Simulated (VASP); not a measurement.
# BaTiO3 (P4mm) in VASP: notebook, part 2 of 2

VASP 6.6.1. Earlier steps stand in the parts before.

### Step 4. Single point, PBEsol+D4+U

File INCAR:

```
PREC     = Accurate       # precision mode
ENCUT    = 520            # plane-wave cutoff, eV
EDIFF    = 1E-6           # SCF threshold, eV
ISMEAR   = 0              # smearing method
SIGMA    = 0.01           # smearing width, eV
LREAL    = F              # projectors in reciprocal space
LASPH    = T              # aspherical terms in the spheres
NELM     = 150            # most SCF steps
ALGO     = Normal         # electronic algorithm
ISIF     = 2              # what is computed and relaxed
LWAVE    = F              # write WAVECAR
LCHARG   = F              # write CHGCAR
LMAXMIX  = 4              # l up to which the mixer works
LDAU     = T              # DFT+U
LDAUTYPE = 2            
LDAUL    = -1 2 -1        # shell
LDAUU    = 0 5 0          # U, eV
LDAUJ    = 0 0 0        
LDAUPRINT= 1            
GGA      = PS             # functional
IVDW     = 13             # dispersion correction
NBANDS   = 28             # bands
```

File KPOINTS:

```
Automatic mesh
0
Gamma
  4 4 4
```

File POSCAR:

```
BaTiO3
1.0
    3.9998000000      0.0000000000      0.0000000000
    0.0000000000      3.9998000000      0.0000000000
    0.0000000000      0.0000000000      4.0180000000
Ba Ti O
1 1 3
Direct
    0.0000000000      0.0000000000      0.0000000000
    0.5000000000      0.5000000000      0.4900000000
    0.5000000000      0.5000000000      0.0190000000
    0.5000000000      0.0000000000      0.5170000000
    0.0000000000      0.5000000000      0.5170000000
```

Potentials or basis: VASP PAW PBE potentials, release 64 (Ba_sv, Ti_sv, O).

Command:

```bash
cat potpaw_PBE.64/Ba_sv/POTCAR potpaw_PBE.64/Ti_sv/POTCAR potpaw_PBE.64/O/POTCAR > POTCAR
mpirun -np 1 vasp_std > vasp.out
```

OUTCAR:

```text
PREC = Accurate
   ENCUT = 520
   EDIFF = 1E-6
   ISMEAR = 0
   LREAL = F
   LASPH = T
   NELM = 150
   ISIF = 2
   GGA = PS
   IVDW = 13

 ion  position               nearest neighbor table
   1  0.000  0.000  0.000-   4 2.79   5 2.79   5 2.79   4 2.79   3 2.83   3 2.83   3 2.83   3 2.83
                             4 2.88   5 2.88   5 2.88   4 2.88   2 3.45   2 3.45   2 3.45   2 3.45
   2  0.500  0.500  0.490-   3 1.89   4 2.00   5 2.00   4 2.00   5 2.00   3 2.13   1 3.45   1 3.45
                             1 3.45   1 3.45   1 3.49   1 3.49   1 3.49   1 3.49
   3  0.500  0.500  0.019-   2 1.89   2 2.13   1 2.83   1 2.83   1 2.83   1 2.83
   4  0.500  0.000  0.517-   2 2.00   2 2.00   1 2.79   1 2.79   1 2.88   1 2.88
   5  0.000  0.500  0.517-   2 2.00   2 2.00   1 2.79   1 2.79   1 2.88   1 2.88

  LATTYP: Found a simple tetragonal cell.
 ALAT       =     3.9998000000
 C/A-ratio  =     1.0045502275

  Lattice vectors:

 A1 = (   3.9998000000,   0.0000000000,   0.0000000000)
 A2 = (   0.0000000000,   3.9998000000,   0.0000000000)
 A3 = (   0.0000000000,   0.0000000000,   4.0180000000)

Analysis of symmetry for initial positions (statically):
=====================================================================
 Subroutine PRICEL returns:
 Original cell was already a primitive cell.

 Routine SETGRP: Setting up the symmetry group for a
 simple tetragonal supercell.

 Subroutine GETGRP returns: Found  8 space group operations
 (whereof  8 operations were pure point group operations)
 out of a pool of 16 trial point group operations.
[... 183 lines left out ...]
  o =  0.1055  v =  0.0000  0.0000  0.0000  0.0000  0.0000  0.0000 -0.9989  0.0000  0.0470 -0.0000      0.0000  0.0000  0.0000  0.0000  0.0000  0.0000  0.0000  0.0000  0.0000  0.0000
  o =  0.1055  v =  0.0000  0.0000  0.0000  0.0000  0.0000  0.0000 -0.0470 -0.0000 -0.9989 -0.0000      0.0000  0.0000  0.0000  0.0000  0.0000  0.0000  0.0000  0.0000  0.0000  0.0000
  o =  0.2321  v =  0.0000 -0.0000  0.0000 -0.0000  1.0000  0.0000  0.0000  0.0000  0.0000  0.0000      0.0000  0.0000  0.0000  0.0000  0.0000  0.0000  0.0000  0.0000  0.0000  0.0000
  o =  0.2321  v =  0.0000  0.0000  0.0000  0.0000  0.0000  0.0000 -0.0000  0.0000 -0.0000  1.0000      0.0000  0.0000  0.0000  0.0000  0.0000  0.0000  0.0000  0.0000  0.0000  0.0000
  o =  0.2405  v =  0.0000  0.0000  0.0000  0.0000  0.0000  0.0000  0.0000  1.0000  0.0000 -0.0000      0.0000  0.0000  0.0000  0.0000  0.0000  0.0000  0.0000  0.0000  0.0000  0.0000
  o =  0.2405  v =  0.0000  0.0000  1.0000  0.0000 -0.0000  0.0000  0.0000  0.0000  0.0000  0.0000      0.0000  0.0000  0.0000  0.0000  0.0000  0.0000  0.0000  0.0000  0.0000  0.0000

 number of electron      39.9999977 magnetization

 Free energy of the ion-electron system (eV)
  ---------------------------------------------------
  ext. energy  EPLUGINS =         0.00000000
  ---------------------------------------------------
  free energy    TOTEN  =       -38.61133717 eV

  energy without entropy =      -38.61133717  energy(sigma->0) =      -38.61133717

 E-fermi :   3.9637     XC(G=0): -11.5082

 val. band max:        3.8776671236   @ k =   0.5000   0.5000   0.5000
 cond. band min:       6.1973157800   @ k =   0.0000   0.0000   0.0000
 fundamental gap:      2.3196486564
 Fermi energy:         3.9636704914

 k-point     1 :       0.0000    0.0000    0.0000
  band No.  band energies     occupation
      1     -53.8294      2.00000
      2     -30.1176      2.00000
      3     -30.0917      2.00000
      4     -30.0917      2.00000
      5     -20.9353      2.00000
      6     -13.0408      2.00000
[... 547 lines left out ...]
     27      11.5243      0.00000
     28      11.6653      0.00000

------------------------ aborting loop because EDIFF is reached ----------------------------------------

  DFT-D4 for vdW energy calculation

  Edisp (eV):   -0.62065

  FORCE on cell =-STRESS in cart. coord.  units (eV):
  Direction    XX          YY          ZZ          XY          YZ          ZX
  --------------------------------------------------------------------------------------
  -------------------------------------------------------------------------------------
  Total       0.01815     0.01815     0.58479     0.00000    -0.00000     0.00000
  in kB       0.45249     0.45249    14.57554     0.00000    -0.00000     0.00000
  external pressure =        5.16 kB  Pullay stress =        0.00 kB

 VOLUME and BASIS-vectors are now :
 -----------------------------------------------------------------------------
  energy-cutoff  :      520.00
  volume of cell :       64.28
      direct lattice vectors                 reciprocal lattice vectors
     3.999800000  0.000000000  0.000000000     0.250012501  0.000000000  0.000000000
     0.000000000  3.999800000  0.000000000     0.000000000  0.250012501  0.000000000
     0.000000000  0.000000000  4.018000000     0.000000000  0.000000000  0.248880040

 POSITION                                       TOTAL-FORCE (eV/Angst)
 -----------------------------------------------------------------------------------
      0.00000      0.00000      0.00000        -0.000000      0.000000      0.038569
      1.99990      1.99990      1.96882        -0.000000     -0.000000      0.529788
      1.99990      1.99990      0.07634        -0.000000     -0.000000     -0.333949
      1.99990      0.00000      2.07731        -0.000000      0.000000     -0.117204
      0.00000      1.99990      2.07731         0.000000      0.000000     -0.117204
 -----------------------------------------------------------------------------------
    total drift:                                0.000000      0.000000     -0.000053

  FREE ENERGIE OF THE ION-ELECTRON SYSTEM (eV)
  ---------------------------------------------------
  free  energy   TOTEN  =       -39.2319835176 eV

  energy  without entropy=      -39.2319835176  energy(sigma->0) =      -39.23198352
```

stdout:

```text
POSCAR found type information on POSCAR BaTiO
 POSCAR found :  3 types and       5 ions
 scaLAPACK will be used
 -----------------------------------------------------------------------------
|                                                                             |
|                                                                             |
|     You enforced a specific xc type in the INCAR file but a different       |
|     I HOPE YOU KNOW WHAT YOU ARE DOING!                                     |
|                                                                             |
 -----------------------------------------------------------------------------

 LDA part: xc-table for (Slater+PW92), standard interpolation
 POSCAR, INCAR and KPOINTS ok, starting setup
 FFT: planning ... GRIDC
 FFT: planning ... GRID_SOFT
 FFT: planning ... GRID
 WAVECAR not read
 entering main loop
```

It took 21 s on 1 thread of AMD EPYC 9R14 (Zen 4), shared host; peak memory 0.16 GiB.

What came out:

* Free energy: -39.2320 eV
* Pressure: 0.5 GPa
* Largest force: 0.530 eV/Å
* Band gap on the k mesh: 2.32 eV, indirect (least direct gap 2.63 eV)
* Dispersion energy per atom: -0.124 eV

Forces on the atoms (eV/Å):
```
Ba   0.000  0.000  0.039
Ti   0.000  0.000  0.530
O    0.000  0.000 -0.334
O    0.000  0.000 -0.117
O    0.000  0.000 -0.117
```

Stress tensor (GPa, compression positive):
```
0.05 0.00 0.00
0.00 0.05 0.00
0.00 0.00 1.46
```

Eigenvalues of the final occupation matrices:
```
    site  spin  trace               eigenvalues
site 2 d     1   0.78  0.10 0.11 0.11 0.23 0.24
site 2 d     2   0.78  0.10 0.11 0.11 0.23 0.24
```

Caveat: the PAW data sets were made with another functional, which shifts forces and pressure a little; spin-orbit coupling is left out, which moves the levels of the heavy elements. A k mesh can miss the band edges.

### Step 5. Single point, PBEsol+D4+U

File INCAR:

```
SYSTEM = BaTiO3
  ALGO = Normal
  EDIFF = 1E-6
  ENCUT = 520
  GGA = PS
  ISIF = 2
  ISMEAR = 0
  IVDW = 13
  LASPH = .True.
  LCHARG = .False.
  LDAU = .True.
  LDAUJ = 0 0 0
  LDAUL = -1 2 -1
  LDAUPRINT = 1
  LDAUTYPE = 2
  LDAUU = 0 7 0
  LMAXMIX = 4
  LREAL = .False.
  LWAVE = .False.
  NBANDS = 28
  NELM = 150
  PREC = Accurate
  SIGMA = 0.01
```

File KPOINTS:

```
k-points
0
Gamma
  4 4 4
  0 0 0
```

POSCAR is that of step 4.

Potentials or basis: VASP PAW PBE potentials, release 64 (Ba_sv, Ti_sv, O).

Command:

```bash
cat potpaw_PBE.64/Ba_sv/POTCAR potpaw_PBE.64/Ti_sv/POTCAR potpaw_PBE.64/O/POTCAR > POTCAR
mpirun -np 1 vasp_std > vasp.out
```

OUTCAR:

```text
SYSTEM = BaTiO3
   EDIFF = 1E-6
   ENCUT = 520
   GGA = PS
   ISIF = 2
   ISMEAR = 0
   IVDW = 13
   LASPH = .True.
   LREAL = .False.
   NELM = 150
   PREC = Accurate

 ion  position               nearest neighbor table
   1  0.000  0.000  0.000-   4 2.79   5 2.79   5 2.79   4 2.79   3 2.83   3 2.83   3 2.83   3 2.83
                             4 2.88   5 2.88   5 2.88   4 2.88   2 3.45   2 3.45   2 3.45   2 3.45
   2  0.500  0.500  0.490-   3 1.89   4 2.00   5 2.00   4 2.00   5 2.00   3 2.13   1 3.45   1 3.45
                             1 3.45   1 3.45   1 3.49   1 3.49   1 3.49   1 3.49
[... 799 lines left out ...]
  -------------------------------------------------------------------------------------
  Total       0.69614     0.69614     1.33024     0.00000     0.00000     0.00000
  in kB      17.35087    17.35087    33.15530     0.00000     0.00000     0.00000
  external pressure =       22.62 kB  Pullay stress =        0.00 kB

 VOLUME and BASIS-vectors are now :
 -----------------------------------------------------------------------------
  energy-cutoff  :      520.00
  volume of cell :       64.28
      direct lattice vectors                 reciprocal lattice vectors
     3.999800000  0.000000000  0.000000000     0.250012501  0.000000000  0.000000000
     0.000000000  3.999800000  0.000000000     0.000000000  0.250012501  0.000000000
     0.000000000  0.000000000  4.018000000     0.000000000  0.000000000  0.248880040

 POSITION                                       TOTAL-FORCE (eV/Angst)
 -----------------------------------------------------------------------------------
      0.00000      0.00000      0.00000         0.000000     -0.000000      0.034811
      1.99990      1.99990      1.96882        -0.000000     -0.000000      0.837450
      1.99990      1.99990      0.07634        -0.000000      0.000000     -0.621641
      1.99990      0.00000      2.07731        -0.000000     -0.000000     -0.125310
      0.00000      1.99990      2.07731         0.000000     -0.000000     -0.125310
 -----------------------------------------------------------------------------------
    total drift:                                0.000000      0.000000      0.000245

  FREE ENERGIE OF THE ION-ELECTRON SYSTEM (eV)
  ---------------------------------------------------
  free  energy   TOTEN  =       -37.9823220721 eV

  energy  without entropy=      -37.9823220721  energy(sigma->0) =      -37.98232207
```

OSZICAR:

```text
N       E                     dE             d eps       ncg     rms          rms(c)
DAV:   1     0.441733905420E+03    0.44173E+03   -0.20664E+04  1008   0.154E+03
DAV:   2    -0.412448921018E+01   -0.44586E+03   -0.42859E+03  1188   0.429E+02
DAV:   3    -0.471871336181E+02   -0.43063E+02   -0.42737E+02  1472   0.132E+02
DAV:   4    -0.492355820554E+02   -0.20484E+01   -0.20444E+01  1500   0.245E+01
DAV:   5    -0.492960283700E+02   -0.60446E-01   -0.60431E-01  1424   0.330E+00    0.228E+01
DAV:   6    -0.372326723861E+02    0.12063E+02   -0.51287E+01  1480   0.667E+01    0.897E+00
DAV:   7    -0.374114244978E+02   -0.17875E+00   -0.58428E+00  1304   0.118E+01    0.515E+00
DAV:   8    -0.373773186270E+02    0.34106E-01   -0.14416E+00  1284   0.756E+00    0.146E+00
DAV:   9    -0.373546891601E+02    0.22629E-01   -0.17707E-01  1244   0.258E+00    0.113E+00
DAV:  10    -0.373650715801E+02   -0.10382E-01   -0.68972E-02  1244   0.277E+00    0.534E-01
DAV:  11    -0.373618120257E+02    0.32596E-02   -0.18032E-02  1348   0.138E+00    0.126E-01
DAV:  12    -0.373617063113E+02    0.10571E-03   -0.20821E-03  1356   0.447E-01    0.111E-01
DAV:  13    -0.373617207698E+02   -0.14459E-04   -0.88749E-04  1416   0.330E-01    0.562E-02
DAV:  14    -0.373616759085E+02    0.44861E-04   -0.17967E-04  1288   0.136E-01    0.922E-03
DAV:  15    -0.373616770067E+02   -0.10982E-05   -0.19732E-05  1332   0.427E-02    0.979E-03
DAV:  16    -0.373616759847E+02    0.10220E-05   -0.14865E-06   884   0.129E-02    0.386E-03
DAV:  17    -0.373616757211E+02    0.26362E-06   -0.75835E-07   808   0.753E-03
   1 F= -.37982322E+02 E0= -.37982322E+02  d E =-.537122E-26
```

Wall time 23 s (1 thread of AMD EPYC 9R14 (Zen 4), shared host); peak memory 0.16 GiB.

Results:

```yaml
Free_energy: -37.9823 eV
Pressure: 2.3 GPa
Largest_force: 0.837 eV/Å
Band_gap_on_the_k_mesh: 2.60 eV, indirect (least direct gap 2.92 eV)
Dispersion_energy_per_atom: -0.124 eV
```

Forces in eV/Å, atoms in the order of the input:
```
Ba   0.000  0.000  0.035
Ti   0.000  0.000  0.837
O    0.000  0.000 -0.622
O    0.000  0.000 -0.125
O    0.000  0.000 -0.125
```

Stress tensor (GPa, compression positive):
```
1.74 0.00 0.00
0.00 1.74 0.00
0.00 0.00 3.32
```

Levels at points of the mesh, in eV from the valence-band top:
```csv
k point,band 18,band 19,band 20,band 21,band 22,band 23
"(0.00, 0.00, 0.00)",-0.36,-0.32,-0.32,2.60,2.72,2.72
"(0.50, 0.00, 0.00)",-1.67,-1.02,-0.95,2.94,4.12,4.31
"(0.50, 0.50, 0.00)",-1.00,-1.00,-0.09,4.34,4.34,4.69
"(0.00, 0.00, 0.50)",-1.82,-0.83,-0.83,2.83,4.12,4.35
"(0.50, 0.00, 0.50)",-0.95,-0.93,-0.17,4.35,4.37,4.74
"(0.50, 0.50, 0.50)",-0.08,-0.08,0.00,4.99,4.99,5.02
```

Eigenvalues of the final occupation matrices:
```
    site  spin  trace               eigenvalues
site 2 d     1   0.74  0.09 0.10 0.10 0.23 0.24
site 2 d     2   0.74  0.09 0.10 0.10 0.23 0.24
```

Caveat: the PAW data sets were made with another functional, which shifts forces and pressure a little; spin-orbit coupling is left out, which moves the levels of the heavy elements.

### Step 6. The runs side by side

| U | gap on the mesh (eV) | pressure (GPa) | largest force (eV/Å) |
| --- | --- | --- | --- |
| Ti d U = 1.0 eV | 1.83 | -2.9 | 0.23 |
| Ti d U = 3.0 eV | 2.06 | -1.2 | 0.22 |
| Ti d U = 5.0 eV | 2.32 | 0.5 | 0.53 |
| Ti d U = 7.0 eV | 2.60 | 2.3 | 0.84 |

Alike in all rows: task single point; level PBEsol+D4+U; potentials or basis VASP PAW PBE potentials, release 64 (Ba_sv, Ti_sv, O); no spin polarisation; cell as given; k mesh 4 × 4 × 4; cutoff (eV) 520; smearing gaussian 0.01 eV.

On the cell as given the gap runs from 1.83 eV (PBEsol+D4+U) to 2.60 eV (PBEsol+D4+U).

Caveats: the PAW data sets were made with another functional, which shifts forces and pressure a little; spin-orbit coupling is left out, which moves the levels of the heavy elements.

Absolute energies hang on the potentials; compare differences alone.
